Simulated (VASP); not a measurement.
Runs of VASP 6.6.1 on Y. The structure is that of space group P6_3/mmc (No. 194), or close to it. The cells are those of the table. 

```csv
cell,further INCAR settings,gap on the mesh (eV),pressure (GPa)
"a = 3.560, b = 3.560, c = 5.747 Å, angles 90.0, 90.0, 120.0°, 2 atoms",ALGO = Fast; EDIFF = 1e-06; NBANDS = 18,none,(b)
"a = 3.469, b = 3.469, c = 5.747 Å, angles 90.0, 90.0, 120.0°, 2 atoms",ALGO = Fast; EDIFF = 1e-06; NBANDS = 18,none,1.7
"a = 3.469, b = 3.469, c = 5.604 Å, angles 90.0, 90.0, 120.0°, 2 atoms",ALGO = Fast; EDIFF = 1e-06; NBANDS = 18,none,(a)
"a = 3.469, b = 3.469, c = 5.460 Å, angles 90.0, 90.0, 120.0°, 2 atoms",ALGO = Fast; EDIFF = 1e-06; NBANDS = 18,none,4.4
"a = 3.651, b = 3.651, c = 5.460 Å, angles 90.0, 90.0, 120.0°, 2 atoms",ALGO = Fast; EDIFF = 1e-06; NBANDS = 18,none,-0.4
"a = 3.469, b = 3.469, c = 6.035 Å, angles 90.0, 90.0, 120.0°, 2 atoms",ALGO = Fast; EDIFF = 1e-06; NBANDS = 18,none,-0.3
"a = 3.469, b = 3.469, c = 5.891 Å, angles 90.0, 90.0, 120.0°, 2 atoms",ALGO = Fast; EDIFF = 1e-07; NBANDS = 18,none,0.6
"a = 3.560, b = 3.560, c = 5.460 Å, angles 90.0, 90.0, 120.0°, 2 atoms",ALGO = Fast; EDIFF = 1e-06; NBANDS = 18,none,1.9
"a = 3.560, b = 3.560, c = 5.604 Å, angles 90.0, 90.0, 120.0°, 2 atoms",ALGO = Fast; EDIFF = 1e-07; NBANDS = 18,none,0.6
```

Alike in all rows: task single point; level PBEsol; potentials or basis VASP PAW PBE potentials, release 64 (Y_sv); no spin polarisation; k mesh 18 × 18 × 8; cutoff (eV) 520; smearing gaussian 0.15 eV.

Question: Estimate the missing entries.

Answer: (a) 3.0; (b) -0.5.

Caveats: the PAW data sets were made with another functional, which shifts forces and pressure a little; the cell stands under pressure (at least some runs); the stress differs along the axes, from -4 to 2 GPa (at least some runs).

A k mesh can miss the band edges, and the runs leave out spin-orbit coupling on Y.

A gap of «none» marks levels without a gap at the run's occupations.
